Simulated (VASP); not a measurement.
# Si (a cell with a defect) in VASP: single point with PBE+D3(BJ)

Aim: the single point of Si (a cell with a defect) with PBE+D3(BJ).

Program: VASP 6.6.1. These are calculated values, not measurements. Logs are shortened: lines on timing, memory, paths and dates and some standing lists are left out, and cuts for length are marked.

### Step 1. The cell of the first run

The cell holds a defect, 63 atoms: a = 10.860 Å, b = 10.860 Å, c = 10.860 Å, α = 90.00°, β = 90.00°, γ = 90.00°.

### Step 2. Single point, PBE+D3(BJ)

Contents of INCAR:

```
PREC = Accurate
ENCUT = 520
EDIFF = 1E-6
ISMEAR = 0
SIGMA = 0.02
LREAL = Auto
LASPH = T
NELM = 60
ALGO = Normal
ISIF = 2
LWAVE = F
LCHARG = T
GGA = PE
IVDW = 12
LELF = T
LVHAR = T
NBANDS = 163
```

Contents of KPOINTS:

```
regular mesh
0
Gamma
  1 1 1
```

Contents of POSCAR:

```
Si
1.0
   10.8600000000      0.0000000000      0.0000000000
    0.0000000000     10.8600000000      0.0000000000
    0.0000000000      0.0000000000     10.8600000000
Si
63
Direct
    0.5002104052     -0.0002856354      0.0003568140
    0.6252457643      0.1247566298      0.1254628913
    0.7524502762      0.2502199816      0.0028318600
    0.8771486188      0.3759923573      0.1291698895
    0.7524302947      0.0018891344      0.2506636280
    0.8770112339      0.1282474217      0.3765277164
   -0.0007094843      0.0000774401      0.0005863720
    0.1224591160      0.1304638122      0.1311008287
    0.2472818600      0.2498555249      0.0008585635
    0.3708105893      0.3741511050      0.1273918048
    0.4968986188      0.4998674954      0.0012318600
    0.6260549724      0.6256452118      0.1221183241
    0.7532330571      0.7489491713     -0.0022698895
    0.8750309392      0.8720841621      0.1278953959
    0.2471613260      0.0002949355      0.2506344383
    0.3704021179      0.1272022099      0.3748500921
    0.4978057090      0.2487719153      0.2493884899
    0.6224789134      0.3733703499      0.3739741252
    0.7476842541      0.4999467772      0.2506804788
    0.8708066298      0.6164380295      0.3831891344
    0.4966346225      0.0008808471      0.5001930939
    0.6259673112      0.1213313076      0.6262256906
    0.7475744936      0.2498400552      0.5004060773
    0.8708857274      0.3820095764      0.6170459484
    0.7532121547     -0.0029460405      0.7495744015
    0.8747682320      0.1273506446      0.8728445672
    0.0003953039      0.4996588398      0.0004573665
    0.1242112339      0.6242590239      0.1275851750
    0.2472313076      0.7503473297      0.0008846225
    0.3735633517      0.8760627993      0.1248760589
    0.0035474217      0.2651853591      0.2659974217
    0.1224844383      0.4046949355      0.4055508287
    0.2493593923      0.5023025783      0.2558181400
    0.3806875691      0.6281364641      0.3721604972
    0.5038593923      0.7530199816      0.2466748619
    0.6250294659      0.8781816759      0.3743949355
    0.0004249540     -0.0001923573      0.5003239411
    0.1243047882      0.1267243094      0.6250954880
    0.2493886740      0.2553427256      0.5035353591
    0.3810021179      0.3716181400      0.6291116943
    0.5002469613      0.4997524862      0.5003619705
    0.6228577348      0.6259037753      0.6264918048
    0.7475945672      0.7492392265      0.4996151013
    0.8774524862      0.8705255985      0.6234519337
    0.2473935543     -0.0001518416      0.7508681400
    0.3735569061      0.1240397790      0.8765738490
    0.5040870166      0.2459190608      0.7538197053
    0.6253152855      0.3738231123      0.8787307551
    0.7478045120      0.4989117864      0.7495347145
    0.8773536832      0.6227360958      0.8711570902
   -0.0014127072      0.7430106814      0.2573511050
    0.1245523941      0.8727690608      0.3761823204
    0.1280560773      0.5991815838      0.6000590239
    0.2522517495      0.7472002762      0.4984200737
    0.3727282689      0.8747178637      0.6270996317
   -0.0013020258      0.2565052486      0.7438063536
    0.1246067219      0.3754669429      0.8735159300
    0.2524138122      0.4977752302      0.7480939227
    0.3726017495      0.6267901473      0.8755485267
    0.4991152855      0.7510491713      0.7516695212
    0.6261802026      0.8748604972      0.8755267035
    0.0039686924      0.7348465009      0.7355847145
    0.1225216390      0.8695764273      0.8702967772
```

Potentials or basis: VASP PAW PBE potentials, release 64 (Si).

Started as:

```
cat potpaw_PBE.64/Si/POTCAR > POTCAR
mpirun -np 1 vasp_gam > vasp.out
```

OUTCAR:

```text
PREC = Accurate
   ENCUT = 520
   EDIFF = 1E-6
   ISMEAR = 0
   LREAL = Auto
   LASPH = T
   NELM = 60
   ISIF = 2
   GGA = PE
   IVDW = 12
 IVDW          = 12

 ion  position               nearest neighbor table
   1  0.500  1.000  0.000-  46 2.35  30 2.35   2 2.35  61 2.36
   2  0.625  0.125  0.125-   1 2.35   5 2.35   3 2.35  17 2.35
   3  0.752  0.250  0.003-  48 2.35  26 2.35   2 2.35   4 2.36
   4  0.877  0.376  0.129-  19 2.35  31 2.35  27 2.36   3 2.36
   5  0.752  0.002  0.251-  36 2.35   2 2.35  14 2.35   6 2.36
   6  0.877  0.128  0.377-  23 2.35  31 2.35  37 2.36   5 2.36
[... 11 lines left out ...]
  18  0.622  0.373  0.374-  17 2.34  41 2.35  23 2.35  19 2.35
  19  0.748  0.500  0.251-  20 2.34   4 2.35  18 2.35  12 2.36
  20  0.871  0.616  0.383-  19 2.34  43 2.34  51 2.38
  21  0.497  0.001  0.500-  22 2.36  36 2.36  55 2.36  16 2.37
  22  0.626  0.121  0.626-  47 2.35  25 2.35  21 2.36  23 2.36
  23  0.748  0.250  0.500-  24 2.34   6 2.35  18 2.35  22 2.36
  24  0.871  0.382  0.617-  23 2.34  49 2.34  56 2.38
  25  0.753  0.997  0.750-  22 2.35  61 2.35  26 2.35  44 2.36
  26  0.875  0.127  0.873-  25 2.35   3 2.35   7 2.38  56 2.40
  27  0.000  0.500  0.000-  57 2.35  50 2.35  28 2.35   4 2.36
  28  0.124  0.624  0.128-  51 2.35  33 2.35  27 2.35  29 2.36
  29  0.247  0.750  0.001-  59 2.35  63 2.35  28 2.36  30 2.36
  30  0.374  0.876  0.125-   1 2.35  35 2.35  29 2.36  15 2.36
[... 31 lines left out ...]
  62  0.004  0.735  0.736-  50 2.35  44 2.35  63 2.44  53 2.48
  63  0.123  0.870  0.870-  29 2.35  45 2.35   7 2.41  62 2.44

  LATTYP: Found a simple cubic cell.
 ALAT       =    10.8600000000

  Lattice vectors:

 A1 = (  10.8600000000,   0.0000000000,   0.0000000000)
 A2 = (   0.0000000000,  10.8600000000,   0.0000000000)
 A3 = (   0.0000000000,   0.0000000000,  10.8600000000)

Analysis of symmetry for initial positions (statically):
=====================================================================
 Subroutine PRICEL returns:
 Original cell was already a primitive cell.

 Routine SETGRP: Setting up the symmetry group for a
 simple cubic supercell.

 Subroutine GETGRP returns: Found  1 space group operations
 (whereof  1 operations were pure point group operations)
 out of a pool of 48 trial point group operations.

The static configuration has the point symmetry C_1 .

Analysis of symmetry for dynamics (positions and initial velocities):
=====================================================================
 Subroutine PRICEL returns:
 Original cell was already a primitive cell.

 Routine SETGRP: Setting up the symmetry group for a
 simple cubic supercell.

 Subroutine GETGRP returns: Found  1 space group operations
 (whereof  1 operations were pure point group operations)
 out of a pool of 48 trial point group operations.

The dynamic configuration has the point symmetry C_1 .

 Subroutine INISYM returns: Found  1 space group operations
 (whereof  1 operations are pure point group operations),
 and found     1 'primitive' translations

----------------------------------------------------------------------------------------

                                     Primitive cell

  volume of cell :    1280.8241

  direct lattice vectors                    reciprocal lattice vectors
    10.860000000  0.000000000  0.000000000     0.092081031  0.000000000  0.000000000
     0.000000000 10.860000000  0.000000000     0.000000000  0.092081031  0.000000000
     0.000000000  0.000000000 10.860000000     0.000000000  0.000000000  0.092081031

  length of vectors
    10.860000000 10.860000000 10.860000000     0.092081031  0.092081031  0.092081031

  position of ions in fractional coordinates (direct lattice)
     0.500210405  0.999714365  0.000356814
     0.625245764  0.124756630  0.125462891
     0.752450276  0.250219982  0.002831860
     0.877148619  0.375992357  0.129169889
     0.752430295  0.001889134  0.250663628
     0.877011234  0.128247422  0.376527716
[... 55 lines left out ...]
     0.003968692  0.734846501  0.735584714
     0.122521639  0.869576427  0.870296777

  ion indices of the primitive-cell ions
   primitive index   ion index
                 1           1
                 2           2
                 3           3
                 4           4
                 5           5
                 6           6
[... 55 lines left out ...]
                62          62
                63          63

----------------------------------------------------------------------------------------

 KPOINTS: regular mesh

Automatic generation of k-mesh.
 Grid dimensions read from file:
 generate k-points for:    1    1    1

 Generating k-lattice:

  Cartesian coordinates                     Fractional coordinates (reciprocal lattice)
     0.092081031  0.000000000  0.000000000     1.000000000  0.000000000  0.000000000
     0.000000000  0.092081031  0.000000000     0.000000000  1.000000000  0.000000000
     0.000000000  0.000000000  0.092081031     0.000000000  0.000000000  1.000000000

  Length of vectors
     0.092081031  0.092081031  0.092081031

  Shift w.r.t. Gamma in fractional coordinates (k-lattice)
     0.000000000  0.000000000  0.000000000

 Subroutine IBZKPT returns following result:
 ===========================================

 Found      1 irreducible k-points:

 Following reciprocal coordinates:
            Coordinates               Weight
  0.000000  0.000000  0.000000      1.000000
   k-points           NKPTS =      1   k-points in BZ     NKDIM =      1   number of bands    NBANDS=    163
   number of dos      NEDOS =    301   number of ions     NIONS =     63
   total plane-waves  NPLWV = 592704
   dimension x,y,z NGX =    84 NGY =   84 NGZ =   84
   dimension x,y,z NGXF=   168 NGYF=  168 NGZF=  168
   ions per type =              63
   NGX,Y,Z   is equivalent  to a cutoff of  12.86, 12.86, 12.86 a.u.
   NGXF,Y,Z  is equivalent  to a cutoff of  25.72, 25.72, 25.72 a.u.
 SYSTEM =  unknown system
   PREC   = accura    normal or accurate (medium, high low for compatibility)
   ISTART =      0    job   : 0-new  1-cont  2-samecut
   ICHARG =      2    charge: 1-file 2-atom 10-const
   ISPIN  =      1    spin polarized calculation?
   LNONCOLLINEAR =      F non collinear calculations
   LSORBIT =      F    spin-orbit coupling
   LASPH  =      T    aspherical Exc in radial PAW
   ENCUT  =  520.0 eV  38.22 Ry    6.18 a.u.  20.19 20.19 20.19*2*pi/ulx,y,z
   NELM   =     60;   NELMIN=  2; NELMDL= -5     # of ELM steps
   EDIFF  = 0.1E-05   stopping-criterion for ELM
   LREAL  =      T    real-space projection
   EDIFFG = 0.1E-04   stopping-criterion for IOM
   NSW    =      0    number of steps for IOM
   IBRION =     -1    ionic relax: 0-MD 1-quasi-New 2-CG
   NFREE  =      0    steps in history (QN), initial steepest desc. (CG)
   ISIF   =      2    stress and relaxation
   ISYM   =      2    0-nonsym 1-usesym 2-fastsym
   POTIM  = 0.5000    time-step for ionic-motion
   TEBEG  =    0.0;   TEEND  =   0.0 temperature during run
   PSTRESS=    0.0 pullay stress
   NELECT =     252.0000    total number of electrons
   NUPDOWN=      -1.0000    fix difference up-down
   EMIN   =  10.00;   EMAX   =-10.00  energy-range for DOS
   EFERMI =   0.00;   METHOD = LEGACY
   ISMEAR =     0;   SIGMA  =   0.02  broadening in eV -4-tet -1-fermi 0-gaus
   EFERMI_NEDOS =   21; number of points for ismear=-14 and -15
   IALGO  =     38    algorithm
   IMIX   =      4    mixing-type and parameters
     AMIX     =   0.40;   BMIX     =  1.00
     AMIX_MAG =   1.60;   BMIX_MAG =  1.00
  volume/ion in A,a.u.               =      20.33       137.20
  Fermi-wavevector in a.u.,A,eV,Ry     =   0.952164  1.799329 12.335269  0.906617
  Thomas-Fermi vector in A             =   2.080702
   LORBIT       =      0    0 simple, 1 ext, 2 COOP (PROOUT), +10 PAW based schemes
   GGA     = PE    functional components
   LHFCALC =     F    Hartree Fock is set to
   AEXX    =    0.0000 exact exchange contribution
   IVDW    =    12    specifies the selected vdW correction
   LEPSILON=     F    determine dielectric tensor
   LRPA    =     F    only Hartree local field effects (RPA)
 non-spin polarized calculation
 Gauss-broadening in eV      SIGMA  =   0.02
  energy-cutoff  :      520.00
  volume of cell :     1280.82
 maximum number of plane-waves:     17229
 NGX is ok and might be reduce to    84
   NGX = 41   NGY = 41   NGZ = 41

 number of electron     251.9999997 magnetization

 Free energy of the ion-electron system (eV)
  ---------------------------------------------------
  ext. energy  EPLUGINS =         0.00000000
  ---------------------------------------------------
  free energy    TOTEN  =      -332.03718448 eV

  energy without entropy =     -332.03718448  energy(sigma->0) =     -332.03718448

 E-fermi :   6.2026     XC(G=0):  -9.3387

 val. band max:        6.1023548730   @ k =   0.0000   0.0000   0.0000
 cond. band min:       6.3049473083   @ k =   0.0000   0.0000   0.0000
 fundamental gap:      0.2025924353
 Fermi energy:         6.2025827703

 k-point     1 :       0.0000    0.0000    0.0000
  band No.  band energies     occupation
      1      -6.1832      2.00000
      2      -5.1354      2.00000
      3      -5.1348      2.00000
      4      -5.1314      2.00000
      5      -5.1101      2.00000
      6      -5.1004      2.00000
[... 130 lines left out ...]
    137       6.9155      0.00000
    138       6.9404      0.00000
 [bands above 138 left out]

------------------------ aborting loop because EDIFF is reached ----------------------------------------

 Edisp (eV)  -19.95277

 E6    (eV) :   -11.6819

 E8    (eV) :    -8.2708

  FORCE on cell =-STRESS in cart. coord.  units (eV):
  Direction    XX          YY          ZZ          XY          YZ          ZX
  --------------------------------------------------------------------------------------
  -------------------------------------------------------------------------------------
  Total       3.18680   -10.85902   -10.89976     0.31534    -3.01824     0.43715
  in kB       3.98635   -13.58350   -13.63446     0.39445    -3.77551     0.54684
  external pressure =       -7.74 kB  Pullay stress =        0.00 kB

 VOLUME and BASIS-vectors are now :
 -----------------------------------------------------------------------------
  energy-cutoff  :      520.00
  volume of cell :     1280.82
      direct lattice vectors                 reciprocal lattice vectors
    10.860000000  0.000000000  0.000000000     0.092081031  0.000000000  0.000000000
     0.000000000 10.860000000  0.000000000     0.000000000  0.092081031  0.000000000
     0.000000000  0.000000000 10.860000000     0.000000000  0.000000000  0.092081031

 POSITION                                       TOTAL-FORCE (eV/Angst)
 -----------------------------------------------------------------------------------
      5.43229     10.85690      0.00388        -0.001529     -0.001737      0.003481
      6.79017      1.35486      1.36253         0.003167      0.001431     -0.003975
      8.17161      2.71739      0.03075         0.009163      0.003581      0.007571
      9.52583      4.08328      1.40278         0.000002      0.006659      0.008011
      8.17139      0.02052      2.72221         0.008960      0.008903      0.003945
      9.52434      1.39277      4.08909         0.002444      0.011279      0.007650
[... 55 lines left out ...]
      0.04310      7.98043      7.98845         0.000493     -0.002207     -0.003112
      1.33058      9.44360      9.45142         0.003326      0.005518      0.005983
 -----------------------------------------------------------------------------------
    total drift:                                0.023764     -0.008882      0.030372

  FREE ENERGIE OF THE ION-ELECTRON SYSTEM (eV)
  ---------------------------------------------------
  free  energy   TOTEN  =      -351.9899507930 eV

  energy  without entropy=     -351.9899507930  energy(sigma->0) =     -351.98995079
```

Run time: 10 min. Hardware: 1 thread of Intel Xeon Platinum 8488C (Sapphire Rapids), shared host; peak memory 0.99 GiB.

What came out:

```
Free energy                : -351.9900 eV
Pressure                   : -0.8 GPa
Largest force              : 0.113 eV/Å
Dispersion energy per atom : -0.317 eV
```

Forces in eV/Å, atoms in the order of the input:
```
Si  -0.002 -0.002  0.003
Si   0.003  0.001 -0.004
Si   0.009  0.004  0.008
Si   0.000  0.007  0.008
Si   0.009  0.009  0.004
Si   0.002  0.011  0.008
Si  -0.009  0.002  0.004
Si   0.003  0.002  0.003
Si  -0.004  0.000 -0.003
Si   0.008 -0.004 -0.012
Si  -0.008 -0.001 -0.002
Si  -0.003  0.005 -0.002
Si   0.004  0.001  0.000
Si   0.001 -0.005  0.010
Si  -0.004 -0.005  0.000
Si   0.016 -0.020 -0.008
Si   0.003 -0.005 -0.003
Si  -0.006 -0.002  0.000
Si  -0.007  0.001  0.003
Si  -0.026 -0.004  0.019
Si  -0.004 -0.008  0.003
Si  -0.003  0.000  0.006
Si  -0.005  0.003  0.003
Si  -0.024  0.027 -0.002
Si   0.003  0.002  0.002
Si   0.003  0.008 -0.005
Si  -0.001  0.002  0.003
Si  -0.005 -0.005  0.004
Si  -0.006 -0.003  0.003
Si  -0.003 -0.002 -0.001
Si   0.004  0.007  0.004
Si   0.078 -0.058 -0.057
Si   0.033  0.004 -0.024
Si   0.008  0.004 -0.001
Si   0.008  0.010  0.001
Si   0.007  0.008  0.004
Si  -0.001 -0.001  0.004
Si  -0.005  0.006 -0.003
Si   0.029 -0.022 -0.009
Si   0.005 -0.002  0.002
Si   0.000 -0.001  0.004
Si  -0.012  0.006  0.009
Si  -0.011  0.006  0.009
Si  -0.003  0.001  0.003
Si  -0.006  0.005  0.000
Si  -0.003  0.000  0.001
Si   0.003  0.003  0.007
Si   0.002  0.003  0.010
Si  -0.015  0.009  0.012
Si  -0.001  0.005  0.001
Si  -0.005 -0.014  0.017
Si  -0.004 -0.003  0.004
Si  -0.011 -0.007 -0.012
Si  -0.004 -0.013 -0.007
Si  -0.011 -0.005  0.003
Si  -0.007  0.019 -0.016
Si  -0.004  0.004 -0.005
Si  -0.006 -0.005 -0.015
Si  -0.009 -0.001 -0.007
Si  -0.009  0.005  0.004
Si   0.003  0.004  0.004
Si   0.000 -0.002 -0.003
Si   0.003  0.006  0.006
```

Stress tensor (GPa, compression positive):
```
 0.40  0.04  0.05
 0.04 -1.36 -0.38
 0.05 -0.38 -1.36
```

Caveat: the k points lie up to 0.58 Å⁻¹ apart.
